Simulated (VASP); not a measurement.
# Mg4O in VASP: further runs

Runs on Mg4O. Level: PBEsol. Tasks: relaxation of the atoms.

Everything below comes from runs of VASP 6.6.1. Logs are shortened: lines on timing, memory, paths and dates and some standing lists are left out, and cuts for length are marked.

## 1. The cell of the first run

The cell holds a slab with vacuum, 5 atoms: a = 3.188 Å, b = 5.108 Å, c = 19.136 Å, α = 90.00°, β = 90.00°, γ = 90.00°.

## 2. Relaxation of the atoms, PBEsol

INCAR

```
PREC     = Accurate       # precision mode
ENCUT    = 520            # plane-wave cutoff, eV
EDIFF    = 1E-7           # SCF threshold, eV
ISMEAR   = 0              # smearing method
SIGMA    = 0.1            # smearing width, eV
LREAL    = False          # projectors in reciprocal space
LASPH    = True           # aspherical terms in the spheres
NELM     = 100            # most SCF steps
ALGO     = Normal         # electronic algorithm
ISIF     = 2              # what is computed and relaxed
LWAVE    = False          # write WAVECAR
LCHARG   = False          # write CHGCAR
LDIPOL   = True         
IDIPOL   = 3            
DIPOL    = 0.5 0.5 0.339
GGA      = PS             # functional
IBRION   = 2              # ionic algorithm
NSW      = 36             # ionic steps
EDIFFG   = -0.025         # ionic threshold
```

KPOINTS

```
Automatic mesh
0
Gamma
  8 5 1
```

POSCAR

```
Mg4O
1.0
    3.1881999939      0.0000000000      0.0000000000
    0.0000000000      5.1084658709      0.0000000000
    0.0000000000      0.0000000000     19.1358427726
Mg O
4 1
Selective dynamics
Direct
    0.0000000000      0.7500000000      0.2090318178  F F F
    0.5000000000      0.2500000000      0.2571276385  F F F
    0.5000000000      0.7500000000      0.3576109084  F F F
    0.0000000000      0.2500000000      0.3990335238  F F F
    0.0000000000      0.5000000000      0.4702935226  F F T
```

Potentials or basis: VASP PAW PBE potentials, release 64 (Mg, O).

Started as:

```sh
cat potpaw_PBE.64/Mg/POTCAR potpaw_PBE.64/O/POTCAR > POTCAR
mpirun -np 1 vasp_std > vasp.out
```

OUTCAR:

```text
PREC = Accurate
   ENCUT = 520
   EDIFF = 1E-7
   ISMEAR = 0
   LREAL = False
   LASPH = True
   NELM = 100
   ISIF = 2
   GGA = PS
   IBRION = 2
   NSW = 36
   EDIFFG = -0.025

 ion  position               nearest neighbor table
   1  0.000  0.750  0.209-   2 3.15   2 3.15   2 3.15   2 3.15   3 3.26   3 3.26
   2  0.500  0.250  0.257-   1 3.15   1 3.15   1 3.15   1 3.15   4 3.15   4 3.15   3 3.20   3 3.20

   3  0.500  0.750  0.358-   4 3.11   4 3.11   4 3.11   4 3.11   2 3.20   2 3.20   1 3.26   1 3.26

   4  0.000  0.250  0.399-   5 1.87   3 3.11   3 3.11   3 3.11   3 3.11   2 3.15   2 3.15
   5  0.000  0.500  0.470-   4 1.87

  LATTYP: Found a simple orthorhombic cell.
 ALAT       =     3.1881999939
 B/A-ratio  =     1.6023040840
 C/A-ratio  =     6.0020835610

  Lattice vectors:

 A1 = (   3.1881999939,   0.0000000000,   0.0000000000)
 A2 = (   0.0000000000,   5.1084658709,   0.0000000000)
 A3 = (   0.0000000000,   0.0000000000,  19.1358427726)

Analysis of symmetry for initial positions (statically):
=====================================================================
 Subroutine PRICEL returns:
 Original cell was already a primitive cell.

 Routine SETGRP: Setting up the symmetry group for a
 simple orthorhombic supercell.

 Subroutine GETGRP returns: Found  2 space group operations
 (whereof  2 operations were pure point group operations)
 out of a pool of  8 trial point group operations.

The static configuration has the point symmetry C_1h.

Analysis of symmetry for dynamics (positions and initial velocities):
=====================================================================
 Subroutine PRICEL returns:
 Original cell was already a primitive cell.

 Routine SETGRP: Setting up the symmetry group for a
 simple orthorhombic supercell.

 Subroutine GETGRP returns: Found  2 space group operations
 (whereof  2 operations were pure point group operations)
 out of a pool of  8 trial point group operations.

The dynamic configuration has the point symmetry C_1h.

Analysis of constrained symmetry for selective dynamics:
=====================================================================
 Subroutine PRICEL returns:
 Original cell was already a primitive cell.

 Routine SETGRP: Setting up the symmetry group for a
 simple orthorhombic supercell.

 Subroutine GETGRP returns: Found  2 space group operations
 (whereof  2 operations were pure point group operations)
 out of a pool of  8 trial point group operations.

The constrained configuration has the point symmetry C_1h.

 Subroutine INISYM returns: Found  2 space group operations
 (whereof  2 operations are pure point group operations),
 and found     1 'primitive' translations

----------------------------------------------------------------------------------------

                                     Primitive cell

  volume of cell :     311.6619

  direct lattice vectors                    reciprocal lattice vectors
     3.188199994  0.000000000  0.000000000     0.313656609  0.000000000  0.000000000
     0.000000000  5.108465871  0.000000000     0.000000000  0.195753486  0.000000000
     0.000000000  0.000000000 19.135842773     0.000000000  0.000000000  0.052257954

  length of vectors
     3.188199994  5.108465871 19.135842773     0.313656609  0.195753486  0.052257954

  position of ions in fractional coordinates (direct lattice)
     0.000000000  0.750000000  0.209031818
     0.500000000  0.250000000  0.257127639
     0.500000000  0.750000000  0.357610908
     0.000000000  0.250000000  0.399033524
     0.000000000  0.500000000  0.470293523

  ion indices of the primitive-cell ions
   primitive index   ion index
                 1           1
                 2           2
                 3           3
                 4           4
                 5           5

----------------------------------------------------------------------------------------

 KPOINTS: Automatic mesh

Automatic generation of k-mesh.
 Grid dimensions read from file:
 generate k-points for:    8    5    1

 Generating k-lattice:

  Cartesian coordinates                     Fractional coordinates (reciprocal lattice)
     0.039207076  0.000000000  0.000000000     0.125000000  0.000000000  0.000000000
     0.000000000  0.039150697  0.000000000     0.000000000  0.200000000  0.000000000
     0.000000000  0.000000000  0.052257954     0.000000000  0.000000000  1.000000000

  Length of vectors
     0.039207076  0.039150697  0.052257954

  Shift w.r.t. Gamma in fractional coordinates (k-lattice)
     0.000000000  0.000000000  0.000000000

 Subroutine IBZKPT returns following result:
 ===========================================

 Found     15 irreducible k-points:

 Following reciprocal coordinates:
            Coordinates               Weight
  0.000000  0.000000  0.000000      1.000000
  0.125000  0.000000  0.000000      2.000000
  0.250000  0.000000  0.000000      2.000000
  0.375000  0.000000  0.000000      2.000000
  0.500000  0.000000  0.000000      1.000000
  0.000000  0.200000  0.000000      2.000000
  0.125000  0.200000  0.000000      4.000000
  0.250000  0.200000  0.000000      4.000000
  0.375000  0.200000  0.000000      4.000000
  0.500000  0.200000  0.000000      2.000000
  0.000000  0.400000  0.000000      2.000000
  0.125000  0.400000  0.000000      4.000000
  0.250000  0.400000  0.000000      4.000000
  0.375000  0.400000  0.000000      4.000000
  0.500000  0.400000  0.000000      2.000000
   k-points           NKPTS =     15   k-points in BZ     NKDIM =     15   number of bands    NBANDS=     11
   number of dos      NEDOS =    301   number of ions     NIONS =      5
   total plane-waves  NPLWV = 138240
   dimension x,y,z NGX =    24 NGY =   40 NGZ =  144
   dimension x,y,z NGXF=    48 NGYF=   80 NGZF=  288
   ions per type =               4   1
   NGX,Y,Z   is equivalent  to a cutoff of  12.51, 13.02, 12.51 a.u.
   NGXF,Y,Z  is equivalent  to a cutoff of  25.03, 26.03, 25.02 a.u.
 SYSTEM =  unknown system
   PREC   = accura    normal or accurate (medium, high low for compatibility)
   ISTART =      0    job   : 0-new  1-cont  2-samecut
   ICHARG =      2    charge: 1-file 2-atom 10-const
   ISPIN  =      1    spin polarized calculation?
   LNONCOLLINEAR =      F non collinear calculations
   LSORBIT =      F    spin-orbit coupling
   LASPH  =      T    aspherical Exc in radial PAW
   ENCUT  =  520.0 eV  38.22 Ry    6.18 a.u.   5.93  9.50 35.58*2*pi/ulx,y,z
   NELM   =    100;   NELMIN=  2; NELMDL= -5     # of ELM steps
   EDIFF  = 0.1E-06   stopping-criterion for ELM
   LREAL  =      F    real-space projection
   EDIFFG = -.3E-01   stopping-criterion for IOM
   NSW    =     36    number of steps for IOM
   IBRION =      2    ionic relax: 0-MD 1-quasi-New 2-CG
   NFREE  =      1    steps in history (QN), initial steepest desc. (CG)
   ISIF   =      2    stress and relaxation
   ISYM   =      2    0-nonsym 1-usesym 2-fastsym
   POTIM  = 0.5000    time-step for ionic-motion
   TEBEG  =    0.0;   TEEND  =   0.0 temperature during run
   PSTRESS=    0.0 pullay stress
   NELECT =      14.0000    total number of electrons
   NUPDOWN=      -1.0000    fix difference up-down
   EMIN   =  10.00;   EMAX   =-10.00  energy-range for DOS
   EFERMI =   0.00;   METHOD = LEGACY
   ISMEAR =     0;   SIGMA  =   0.10  broadening in eV -4-tet -1-fermi 0-gaus
   EFERMI_NEDOS =   21; number of points for ismear=-14 and -15
   IALGO  =     38    algorithm
   IMIX   =      4    mixing-type and parameters
     AMIX     =   0.40;   BMIX     =  1.00
     AMIX_MAG =   1.60;   BMIX_MAG =  1.00
  volume/ion in A,a.u.               =      62.33       420.64
  Fermi-wavevector in a.u.,A,eV,Ry     =   0.581955  1.099736  4.607912  0.338672
  Thomas-Fermi vector in A             =   1.626667
   LORBIT       =      0    0 simple, 1 ext, 2 COOP (PROOUT), +10 PAW based schemes
   GGA     = PS    functional components
   LHFCALC =     F    Hartree Fock is set to
   AEXX    =    0.0000 exact exchange contribution
   IVDW    =     0    specifies the selected vdW correction
   LEPSILON=     F    determine dielectric tensor
   LRPA    =     F    only Hartree local field effects (RPA)
 conjugate gradient relaxation of ions
 non-spin polarized calculation
 Gauss-broadening in eV      SIGMA  =   0.10
  energy-cutoff  :      520.00
  volume of cell :      311.66
 maximum number of plane-waves:      8432
 NGX is ok and might be reduce to    24
   NGX = 11   NGY = 19   NGZ = 71

--------------------------------------- Ionic step        1  -------------------------------------------

 number of electron      14.0000001 magnetization

 Free energy of the ion-electron system (eV)
  ---------------------------------------------------
  ext. energy  EPLUGINS =         0.00000000
  ---------------------------------------------------
  free energy    TOTEN  =       -11.22329490 eV

  energy without entropy =      -11.20562608  energy(sigma->0) =      -11.21446049

------------------------ aborting loop because EDIFF is reached ----------------------------------------

  FORCE on cell =-STRESS in cart. coord.  units (eV):
  Direction    XX          YY          ZZ          XY          YZ          ZX
  --------------------------------------------------------------------------------------
  -------------------------------------------------------------------------------------
  Total       -0.3206996     -1.3574538     -4.1343690      0.0000000      1.7745555      0.0000000
  in kB       -1.6486380     -6.9783377    -21.2537796      0.0000000      9.1225555      0.0000000
  external PRESSURE =      -9.9602518 kB  Pullay stress =       0.0000000 kB
[... 65 lines left out ...]
--------------------------------------- Ionic step        3  -------------------------------------------

 number of electron      13.9999999 magnetization

 dipolmoment           0.000000      0.000000      0.335212 electrons x Angstroem

 Free energy of the ion-electron system (eV)
  ---------------------------------------------------
  ext. energy  EPLUGINS =         0.00000000
  ---------------------------------------------------
  free energy    TOTEN  =       -11.50418666 eV

  energy without entropy =      -11.48502208  energy(sigma->0) =      -11.49460437

 E-fermi :  -3.0181     XC(G=0):  -3.5506

 val. band max:       -3.0367611303   @ k =   0.3750   0.4000   0.0000
 cond. band min:      -2.9858859529   @ k =   0.0000   0.2000   0.0000
 fundamental gap:      0.0508751774
 Fermi energy:        -3.0180613909

 k-point     1 :       0.0000    0.0000    0.0000
  band No.  band energies     occupation
      1     -18.6451      2.00000
      2      -9.0131      2.00000
      3      -6.5087      2.00000
      4      -4.6757      2.00000
      5      -4.3406      2.00000
      6      -3.6387      2.00000
      7      -3.0594      1.44162
      8      -2.9209      0.16929
      9      -2.7984      0.00189
     10      -1.0060      0.00000
     11      -0.1212      0.00000
[... 184 lines left out ...]
  band No.  band energies     occupation
      1     -18.4348      2.00000
      2      -5.2394      2.00000
      3      -4.8351      2.00000
      4      -4.3994      2.00000
      5      -4.3852      2.00000
      6      -3.8372      2.00000
      7      -3.4608      2.00000
      8      -3.0686      1.52502
      9      -1.7873      0.00000
     10      -1.4560      0.00000
     11      -0.7037      0.00000

------------------------ aborting loop because EDIFF is reached ----------------------------------------

 vacuum level on the upper side and lower side of the slab       (xc-potential included)         1.745        -1.925

  FORCE on cell =-STRESS in cart. coord.  units (eV):
  Direction    XX          YY          ZZ          XY          YZ          ZX
  --------------------------------------------------------------------------------------
  -------------------------------------------------------------------------------------
  Total       -0.0825351      1.6882304     -1.3128287      0.0000000      5.2591634      0.0000000
  in kB       -0.4242927      8.6787797     -6.7489314      0.0000000     27.0360723      0.0000000
  external PRESSURE =       0.5018519 kB  Pullay stress =       0.0000000 kB
[... 20 lines left out ...]
  FREE ENERGIE OF THE ION-ELECTRON SYSTEM (eV)
  ---------------------------------------------------
  free  energy   TOTEN  =       -11.5041866627 eV

  energy  without entropy=      -11.4850220848  energy(sigma->0) =      -11.49460437

 reached required accuracy - stopping structural energy minimisation

 vacuum level on the upper side and lower side of the slab         4.249         0.481
```

Run time: 3.4 min. Hardware: 1 thread of Intel Xeon Platinum 8488C (Sapphire Rapids), shared host; peak memory 0.41 GiB.

Results:

```yaml
Free_energy: -11.5042 eV
Energy_gained_by_relaxing: 56.2 meV/atom
Ionic_steps: 3
Band_gap_on_the_k_mesh: zero (bands 7 and 8 overlap by 0.44 eV)
```

Step by step:
```
step  energy change (eV)  largest force on free atoms (eV/Å)  pressure (GPa)
   1              0.0000                              2.0947           -1.00
   2             -0.1775                              1.3820           -0.64
   3             -0.2809                              0.0081            0.05
```

Final structure:
```yaml
crystal:
  lattice:
    - [3.18820, 0.00000, 0.00000]
    - [0.00000, 5.10847, 0.00000]
    - [0.00000, 0.00000, 19.13584]
  atoms:
    - { symbol: Mg, position: [0.00000, 0.75000, 0.20903] }
    - { symbol: Mg, position: [0.50000, 0.25000, 0.25713] }
    - { symbol: Mg, position: [0.50000, 0.75000, 0.35761] }
    - { symbol: Mg, position: [0.00000, 0.25000, 0.39903] }
    - { symbol: O, position: [0.00000, 0.50000, 0.45756] }
```

Levels at points of the mesh, in eV from the Fermi level:
| k point | band 5 | band 6 | band 7 | band 8 | band 9 | band 10 |
| --- | --- | --- | --- | --- | --- | --- |
| (0.00, 0.00, 0.00) | -1.32 | -0.62 | -0.04 | 0.10 | 0.22 | 2.01 |
| (0.50, 0.00, 0.00) | -1.11 | -1.00 | 0.31 | 0.76 | 2.49 | 2.82 |

Caveat: the PAW data sets were made with another functional, which shifts forces and pressure a little.

## 3. Relaxation of the atoms, PBEsol

INCAR

```
SYSTEM = Mg4O
PREC = Accurate
ENCUT = 520
EDIFF = 1E-6
ISMEAR = 0
SIGMA = 0.1
LREAL = .False.
LASPH = .True.
NELM = 60
ALGO = Normal
ISIF = 2
LWAVE = .False.
LCHARG = .False.
LDIPOL = .True.
IDIPOL = 3
DIPOL = 0.5 0.5 0.342
GGA = PS
IBRION = 2
NSW = 36
EDIFFG = -0.025
```

KPOINTS

```
regular mesh
0
Gamma
  8 5 1
  0 0 0
```

POSCAR: that of step 2 with these lines changed.

```diff
@@ -13,2 +13,2 @@
     0.0000000000      0.2500000000      0.3990335238  F F F
-    0.0000000000      0.5000000000      0.4702935226  F F T
+    0.2500000000      0.2500000000      0.4849257498  F F T
```

Potentials or basis: VASP PAW PBE potentials, release 64 (Mg, O).

Started as:

```sh
cat potpaw_PBE.64/Mg/POTCAR potpaw_PBE.64/O/POTCAR > POTCAR
mpirun -np 1 vasp_std > vasp.out
```

Wall time 2.8 min (1 thread of Intel Xeon Platinum 8488C (Sapphire Rapids), shared host); peak memory 0.4 GiB.

It converged, with:

```yaml
Free_energy: -10.6828 eV
Energy_gained_by_relaxing: 9.0 meV/atom
Ionic_steps: 3
Band_gap_on_the_k_mesh: zero (bands 7 and 8 overlap by 0.50 eV)
```

Step by step:
```
step  energy change (eV)  largest force on free atoms (eV/Å)  pressure (GPa)
   1              0.0000                              1.1349           -0.54
   2             -0.0414                              0.3544           -0.30
   3             -0.0452                              0.0140           -0.16
```

Final structure:
```xyz
5
Lattice="3.1882 0.0000 0.0000 0.0000 5.1085 0.0000 0.0000 0.0000 19.1358" Properties=species:S:1:pos:R:3 pbc="T T T"
Mg    0.0000    3.8313    4.0000
Mg    1.5941    1.2771    4.9204
Mg    1.5941    3.8313    6.8432
Mg    0.0000    1.2771    7.6358
O     0.7970    1.2771    9.2028
```

Levels at points of the mesh, in eV from the Fermi level:
| k point | band 5 | band 6 | band 7 | band 8 | band 9 | band 10 |
| --- | --- | --- | --- | --- | --- | --- |
| (0.00, 0.00, 0.00) | -1.08 | -0.38 | -0.16 | 0.06 | 0.48 | 1.82 |
| (0.50, 0.00, 0.00) | -0.95 | -0.38 | 0.30 | 0.50 | 2.52 | 2.87 |

Caveat: the PAW data sets were made with another functional, which shifts forces and pressure a little.
